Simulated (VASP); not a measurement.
Here is a VASP 6.6.1 calculation.

Contents of POSCAR:

```
Cu
1.0
    2.4878574746      0.0000000000      0.0000000000
   -1.2439287373      2.1545551951      0.0000000000
    0.0000000000      0.0000000000      8.1217620954
Cu
4
Direct
    0.0000000000      0.0000000000      0.0000000000
    0.3333333333      0.6666666667      0.2500000000
    0.0000000000      0.0000000000      0.5000000000
    0.6666666667      0.3333333333      0.7500000000
```

INCAR.step1

```
PREC     = Accurate       # precision mode
ENCUT    = 520            # plane-wave cutoff, eV
ISMEAR   = 1              # smearing method
SIGMA    = 0.05           # smearing width, eV
LREAL    = False          # projectors in reciprocal space
LASPH    = True           # aspherical terms in the spheres
NELM     = 100            # most SCF steps
NBANDS   = 30             # bands
GGA      = PE             # functional
ALGO     = Normal         # electronic algorithm
EDIFF    = 1E-4           # SCF threshold, eV
LWAVE    = True           # write WAVECAR
LCHARG   = False          # write CHGCAR
```

INCAR.step2

```
PREC     = Accurate       # precision mode
ENCUT    = 520            # plane-wave cutoff, eV
EDIFF    = 1E-6           # SCF threshold, eV
ISMEAR   = 1              # smearing method
SIGMA    = 0.05           # smearing width, eV
LREAL    = False          # projectors in reciprocal space
LASPH    = True           # aspherical terms in the spheres
NELM     = 100            # most SCF steps
ALGO     = Normal         # electronic algorithm
ISIF     = 2              # what is computed and relaxed
LWAVE    = False          # write WAVECAR
LCHARG   = False          # write CHGCAR
METAGGA  = R2SCAN         # meta-GGA
LMIXTAU  = True         
NBANDS   = 30             # bands
ISTART   = 1
```

The input KPOINTS:

```
regular mesh
0
Gamma
  10 10 3
```

Potentials or basis: VASP PAW PBE potentials, release 64 (Cu).

Run with:

```console
$ cat potpaw_PBE.64/Cu/POTCAR > POTCAR
$ cp INCAR.step1 INCAR
$ mpirun -np 1 vasp_std > vasp.out
$ cp INCAR.step2 INCAR
$ mpirun -np 1 vasp_std > vasp.out
```

Question: Estimate the band gap on the k mesh.

Answer: Zero (bands 22 and 23 overlap by 5.23 eV).

Question: Predict the pressure.

Answer: 10.2 GPa.

Stress tensor (GPa, compression positive):
```
10.25  0.00  0.00
 0.00 10.25  0.00
 0.00  0.00  9.97
```

Caveat: the cell stands under pressure; the PAW data sets were made with another functional, which shifts forces and pressure a little.
